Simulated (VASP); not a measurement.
# Fe in VASP: a series of runs

Runs on Fe. Level: PBE. Tasks: single point.

Program: VASP 6.6.1. These are calculated values, not measurements. Logs are shortened: lines on timing, memory, paths and dates and some standing lists are left out, and cuts for length are marked.

**1. The cell of the first run**

Symmetry: Fmmm, No. 69, orthorhombic system. The conventional cell has a = 3.510 Å, b = 3.527 Å, c = 7.331 Å, α = 90.00°, β = 90.00°, γ = 90.00°. Within 2.9 Å of Fe (site symmetry mm2) lie 9 Fe at 2.18 to 2.49 Å.

**2. Single point, PBE, collinear spin, ferromagnetic start**

INCAR reads:

```
PREC = Accurate ; ENCUT = 690
EDIFF = 1E-6 ; ISMEAR = 0
SIGMA = 0.1 ; LREAL = False
LASPH = True ; NELM = 200
ALGO = Normal ; ISIF = 2
LWAVE = False ; LCHARG = False
ISPIN = 2 ; MAGMOM = 0.44 0.44 0.44 0.44
LORBIT = 11 ; LMAXMIX = 4
GGA = PE ; NBANDS = 44
GGA_COMPAT = False
```

KPOINTS reads:

```
regular mesh
0
Gamma
  6 6 4
```

POSCAR reads:

```
Fe
1.0
    1.7633059870     -3.6652879265      0.0000000000
    1.7633059870      3.6652879265      0.0000000000
    0.0000000000      0.0000000000      3.5095946731
Fe
4
Direct
    0.1486129017      0.8513870983      0.0000006962
    0.6486129017      0.3513870983      0.4999993038
    0.8513870983      0.1486129017      0.9999993038
    0.3513870983      0.6486129017      0.5000006962
```

Potentials or basis: VASP PAW PBE potentials, release 64 (Fe_sv).

The run is started by

```console
$ cat potpaw_PBE.64/Fe_sv/POTCAR > POTCAR
$ mpirun -np 1 vasp_std > vasp.out
```

OUTCAR:

```text
PREC = Accurate
   ENCUT = 690
   EDIFF = 1E-6
   ISMEAR = 0
   LREAL = False
   LASPH = True
   NELM = 200
   ISIF = 2
   ISPIN = 2
   LORBIT = 11
   GGA = PE

 ion  position               nearest neighbor table
   1  0.149  0.851  0.000-   3 2.18   4 2.30   4 2.30   3 2.31   3 2.31   2 2.49   2 2.49   2 2.49
                             2 2.49
   2  0.649  0.351  0.500-   4 2.18   3 2.30   3 2.30   4 2.31   4 2.31   1 2.49   1 2.49   1 2.49
                             1 2.49
   3  0.851  0.149  1.000-   1 2.18   2 2.30   2 2.30   1 2.31   1 2.31   4 2.49   4 2.49   4 2.49
                             4 2.49
   4  0.351  0.649  0.500-   2 2.18   1 2.30   1 2.30   2 2.31   2 2.31   3 2.49   3 2.49   3 2.49
                             3 2.49

  LATTYP: Found a base centered orthorhombic cell.
 ALAT       =     3.5266119740
 B/A-ratio  =     2.0786454271
 C/A-ratio  =     0.9951746035

  Lattice vectors:

 A1 = (   1.7633059870,  -3.6652879265,   0.0000000000)
 A2 = (   1.7633059870,   3.6652879265,   0.0000000000)
 A3 = (   0.0000000000,   0.0000000000,   3.5095946731)

Analysis of symmetry for initial positions (statically):
=====================================================================
 Subroutine PRICEL returns following result:

  LATTYP: Found a face centered orthorhombic cell.
 ALAT       =     3.5095946731
 B/A-ratio  =     1.0048487938
 C/A-ratio  =     2.0887243502
[... 12 lines left out ...]
 Subroutine GETGRP returns: Found  8 space group operations
 (whereof  8 operations were pure point group operations)
 out of a pool of  8 trial point group operations.

The static configuration has the point symmetry D_2h.

Analysis of symmetry for dynamics (positions and initial velocities):
=====================================================================
 Subroutine PRICEL returns following result:

  LATTYP: Found a face centered orthorhombic cell.
 ALAT       =     3.5095946731
 B/A-ratio  =     1.0048487938
 C/A-ratio  =     2.0887243502
[... 12 lines left out ...]
 Subroutine GETGRP returns: Found  8 space group operations
 (whereof  8 operations were pure point group operations)
 out of a pool of  8 trial point group operations.

The dynamic configuration has the point symmetry D_2h.

Analysis of structural, dynamic, and magnetic symmetry:
=====================================================================
 Subroutine PRICEL returns following result:

  LATTYP: Found a face centered orthorhombic cell.
 ALAT       =     3.5095946731
 B/A-ratio  =     1.0048487938
 C/A-ratio  =     2.0887243502
[... 12 lines left out ...]
 Subroutine GETGRP returns: Found  8 space group operations
 (whereof  8 operations were pure point group operations)
 out of a pool of  8 trial point group operations.

The overall configuration has the point symmetry D_2h.

 Subroutine INISYM returns: Found  8 space group operations
 (whereof  8 operations are pure point group operations),
 and found     2 'primitive' translations

----------------------------------------------------------------------------------------

                                     Primitive cell

  volume of cell :      22.6826

  direct lattice vectors                    reciprocal lattice vectors
     1.763305987  3.665287927  0.000000000     0.283557483  0.136415311 -0.284933188
     0.000000000  3.665287927  1.754802223    -0.283557483  0.136414551  0.284933188
     1.763305987  0.000000000  1.754792450     0.283559062 -0.136415311  0.284933188

  length of vectors
     4.067380433  4.063701075  2.487678545     0.424500772  0.424500527  0.424501827

  position of ions in fractional coordinates (direct lattice)
     0.851385988  0.851388208  0.148614012
     0.148611227  0.148614576  0.851388773

  ion indices of the primitive-cell ions
   primitive index   ion index
                 1           1
                 2           3

----------------------------------------------------------------------------------------

 KPOINTS: regular mesh

Automatic generation of k-mesh.
 Grid dimensions read from file:
 generate k-points for:    6    6    4

 Generating k-lattice:

  Cartesian coordinates                     Fractional coordinates (reciprocal lattice)
     0.047259712 -0.022735822  0.000000000     0.166666667  0.000000000  0.000000000
     0.047259712  0.022735822  0.000000000     0.000000000  0.166666667  0.000000000
     0.000000000  0.000000000  0.071233297     0.000000000  0.000000000  0.250000000

  Length of vectors
     0.052444237  0.052444237  0.071233297

  Shift w.r.t. Gamma in fractional coordinates (k-lattice)
     0.000000000  0.000000000  0.000000000

 Subroutine IBZKPT returns following result:
 ===========================================

 Found     39 irreducible k-points:

 Following reciprocal coordinates:
            Coordinates               Weight
  0.000000  0.000000  0.000000      1.000000
  0.166667  0.000000  0.000000      4.000000
  0.333333  0.000000  0.000000      4.000000
  0.500000  0.000000  0.000000      2.000000
  0.166667  0.166667  0.000000      2.000000
  0.333333  0.166667  0.000000      4.000000
[... 16 lines left out ...]
  0.333333  0.333333  0.250000      4.000000
  0.500000  0.333333  0.250000      8.000000
 [... further k-points ...]
   k-points           NKPTS =     39   k-points in BZ     NKDIM =     39   number of bands    NBANDS=     44
   number of dos      NEDOS =    301   number of ions     NIONS =      4
   total plane-waves  NPLWV =  38880
   dimension x,y,z NGX =    36 NGY =   36 NGZ =   30
   dimension x,y,z NGXF=    72 NGYF=   72 NGZF=   60
   ions per type =               4
   NGX,Y,Z   is equivalent  to a cutoff of  14.71, 14.71, 14.21 a.u.
   NGXF,Y,Z  is equivalent  to a cutoff of  29.43, 29.43, 28.42 a.u.
 SYSTEM =  unknown system
   PREC   = accura    normal or accurate (medium, high low for compatibility)
   ISTART =      0    job   : 0-new  1-cont  2-samecut
   ICHARG =      2    charge: 1-file 2-atom 10-const
   ISPIN  =      2    spin polarized calculation?
   LNONCOLLINEAR =      F non collinear calculations
   LSORBIT =      F    spin-orbit coupling
   LASPH  =      T    aspherical Exc in radial PAW
   ENCUT  =  690.0 eV  50.71 Ry    7.12 a.u.   8.71  8.71  7.52*2*pi/ulx,y,z
   NELM   =    200;   NELMIN=  2; NELMDL= -5     # of ELM steps
   EDIFF  = 0.1E-05   stopping-criterion for ELM
   LREAL  =      F    real-space projection
   EDIFFG = 0.1E-04   stopping-criterion for IOM
   NSW    =      0    number of steps for IOM
   IBRION =     -1    ionic relax: 0-MD 1-quasi-New 2-CG
   NFREE  =      0    steps in history (QN), initial steepest desc. (CG)
   ISIF   =      2    stress and relaxation
   ISYM   =      2    0-nonsym 1-usesym 2-fastsym
   POTIM  = 0.5000    time-step for ionic-motion
   TEBEG  =    0.0;   TEEND  =   0.0 temperature during run
   PSTRESS=    0.0 pullay stress
   NELECT =      64.0000    total number of electrons
   NUPDOWN=      -1.0000    fix difference up-down
   EMIN   =  10.00;   EMAX   =-10.00  energy-range for DOS
   EFERMI =   0.00;   METHOD = LEGACY
   ISMEAR =     0;   SIGMA  =   0.10  broadening in eV -4-tet -1-fermi 0-gaus
   EFERMI_NEDOS =   21; number of points for ismear=-14 and -15
   IALGO  =     38    algorithm
   IMIX   =      4    mixing-type and parameters
     AMIX     =   0.40;   BMIX     =  1.00
     AMIX_MAG =   1.60;   BMIX_MAG =  1.00
  volume/ion in A,a.u.               =      11.34        76.53
  Fermi-wavevector in a.u.,A,eV,Ry     =   1.836090  3.469707 45.868309  3.371226
  Thomas-Fermi vector in A             =   2.889355
   LORBIT       =     11    0 simple, 1 ext, 2 COOP (PROOUT), +10 PAW based schemes
   GGA     = PE    functional components
   LHFCALC =     F    Hartree Fock is set to
   AEXX    =    0.0000 exact exchange contribution
   IVDW    =     0    specifies the selected vdW correction
   LEPSILON=     F    determine dielectric tensor
   LRPA    =     F    only Hartree local field effects (RPA)
 spin polarized calculation
 Gauss-broadening in eV      SIGMA  =   0.10
  energy-cutoff  :      690.00
  volume of cell :       45.37
 maximum number of plane-waves:      1892
   NGX = 17   NGY = 17   NGZ = 15

 number of electron      64.0000041 magnetization      -0.0001147

 number of electron      64.0000041 magnetization       0.0000799

 Free energy of the ion-electron system (eV)
  ---------------------------------------------------
  ext. energy  EPLUGINS =         0.00000000
  ---------------------------------------------------
  free energy    TOTEN  =       -31.49016946 eV

  energy without entropy =      -31.46689745  energy(sigma->0) =      -31.47853346

 E-fermi :  12.0575     XC(G=0): -13.6272

 val. band max:       12.0461444815   @ k =   0.5000   0.0000   0.0000
 cond. band min:      12.0687570545   @ k =   0.0000   0.0000   0.2500
 fundamental gap:      0.0226125730
 Fermi energy:        12.0575223791

 spin component 1

 k-point     1 :       0.0000    0.0000    0.0000
  band No.  band energies     occupation
      1     -75.0880      1.00000
      2     -74.9500      1.00000
      3     -74.8831      1.00000
      4     -74.8650      1.00000
      5     -41.5809      1.00000
      6     -41.3293      1.00000
[... 1117 lines left out ...]
     43      25.0239      0.00000
     44      26.1430      0.00000

 [... further k-points ...]

 spin component 2

 k-point     1 :       0.0000    0.0000    0.0000
  band No.  band energies     occupation
      1     -75.0880      1.00000
      2     -74.9500      1.00000
      3     -74.8831      1.00000
      4     -74.8650      1.00000
      5     -41.5808      1.00000
      6     -41.3293      1.00000
[... 1117 lines left out ...]
     43      25.0239      0.00000
     44      26.1430      0.00000

 [... further k-points ...]
[... 5 lines left out ...]
  --------------------------------------------------------------------------------------
  -------------------------------------------------------------------------------------
  Total       -0.4398037     -0.3459070     -0.4344088      0.0000000      0.0000000      0.0000000
  in kB      -15.5326927    -12.2165103    -15.3421594      0.0000000      0.0000000      0.0000000
  external PRESSURE =     -14.3637875 kB  Pullay stress =       0.0000000 kB

 VOLUME and BASIS-vectors are now :
 -----------------------------------------------------------------------------
  energy-cutoff  :      690.00
  volume of cell :       45.37
      direct lattice vectors                 reciprocal lattice vectors
     1.763305987 -3.665287927  0.000000000     0.283558273 -0.136414931  0.000000000
     1.763305987  3.665287927  0.000000000     0.283558273  0.136414931  0.000000000
     0.000000000  0.000000000  3.509594673     0.000000000  0.000000000  0.284933188

 POSITION                                       TOTAL-FORCE (eV/Angst)
 -----------------------------------------------------------------------------------
      1.76331      2.57587      0.00000         0.000000     -0.005201      0.000000
      1.76331     -1.08942      1.75479         0.000000     -0.005201      0.000000
      1.76331     -2.57587      3.50959         0.000000      0.005201      0.000000
      1.76331      1.08942      1.75480         0.000000      0.005201      0.000000
 -----------------------------------------------------------------------------------
    total drift:                                0.000000      0.000000     -0.000000

  FREE ENERGIE OF THE ION-ELECTRON SYSTEM (eV)
  ---------------------------------------------------
  free  energy   TOTEN  =       -31.4901694566 eV

  energy  without entropy=      -31.4668974544  energy(sigma->0) =      -31.47853346

 total charge

# of ion       s       p       d       tot
------------------------------------------
    1        2.212   6.043   5.586  13.841
    2        2.212   6.043   5.586  13.841
    3        2.212   6.043   5.586  13.841
    4        2.212   6.043   5.586  13.841
--------------------------------------------------
tot          8.849  24.172  22.343  55.363

 magnetization (x)

# of ion       s       p       d       tot
------------------------------------------
    1        0.000   0.000   0.000   0.000
    2        0.000   0.000   0.000   0.000
    3        0.000   0.000   0.000   0.000
    4        0.000   0.000   0.000   0.000
--------------------------------------------------
tot          0.000   0.000   0.000   0.000
```

Wall time 2 min (1 thread of AMD EPYC 9R45 (Zen 5), shared host); peak memory 0.27 GiB.

Results:

| Property | Result |
| --- | --- |
| Free energy | -31.4902 eV |
| Pressure | -1.4 GPa |
| Largest force | 0.005 eV/Å |
| Band gap on the k mesh | zero (filled and empty bands overlap) |
| Net moment | 0.00 μB per cell |
| Valence electrons inside the program's atomic spheres | Fe 13.84 |

Forces in eV/Å, atoms in the order of the input:
```
Fe   0.000 -0.005  0.000
Fe   0.000 -0.005  0.000
Fe   0.000  0.005  0.000
Fe   0.000  0.005  0.000
```

Caveat: the k points lie up to 0.45 Å⁻¹ apart, too coarse for converged energies and pressures of a metal.

**3. Single point, PBE**

This run uses another cell than the first one: it holds 2 atoms, not 4.

INCAR reads:

```
SYSTEM = Fe
  PREC = Accurate
  ENCUT = 690
  EDIFF = 1E-6
  ISMEAR = 0
  SIGMA = 0.1
  LREAL = .FALSE.
  LASPH = .TRUE.
  NELM = 120
  ALGO = Normal
  ISIF = 2
  LWAVE = .FALSE.
  LCHARG = .FALSE.
  GGA = PE
  NBANDS = 23
  GGA_COMPAT = .FALSE.
```

KPOINTS reads:

```
regular mesh
0
G
  10 10 10
  0 0 0
```

POSCAR reads:

```
Fe
1.0
   -1.2438409963      1.2438409963      3.6652879265
    1.2438409963     -1.2438409963      3.6652879265
    1.2438409963      1.2438409963     -3.6652879265
Fe
2
Direct
    0.8513870983      0.8513870983      0.0000000000
    0.1486129017      0.1486129017      0.0000000000
```

Potentials or basis: VASP PAW PBE potentials, release 64 (Fe_sv).

The run is started by

```console
$ cat potpaw_PBE.64/Fe_sv/POTCAR > POTCAR
$ mpirun -np 1 vasp_std > vasp.out
```

Wall time 96 s (1 thread of Intel Xeon Platinum 8259CL at 2.50GHz (Skylake/Cascade Lake), shared host); peak memory 0.23 GiB.

It converged, with:

* Free energy: -15.7390 eV
* Pressure: -1.4 GPa
* Largest force: 0.011 eV/Å
* Band gap on the k mesh: zero (bands 16 and 17 overlap by 2.00 eV)

Forces on the atoms (eV/Å):
```
Fe   0.000  0.000 -0.011
Fe   0.000  0.000  0.011
```

Stress tensor (GPa, compression positive):
```
-1.48  0.00  0.00
 0.00 -1.48  0.00
 0.00  0.00 -1.38
```

Levels at points of the mesh, in eV from the Fermi level:
```csv
k point,band 14,band 15,band 16,band 17,band 18,band 19
"(0.00, 0.00, 0.00)",-0.82,-0.82,-0.18,-0.07,-0.07,1.06
"(0.50, 0.00, 0.00)",-1.44,-1.05,-0.29,0.49,1.07,2.04
"(0.50, 0.50, 0.00)",-1.08,0.94,1.18,1.27,1.36,3.33
"(0.50, 0.50, 0.50)",-1.77,-1.36,-0.06,0.92,1.15,1.23
```

Caveat: the run has no spin polarisation, though such a crystal can be magnetic.

The gap in the log of VASP goes by the Fermi energy; the results here count the filled bands.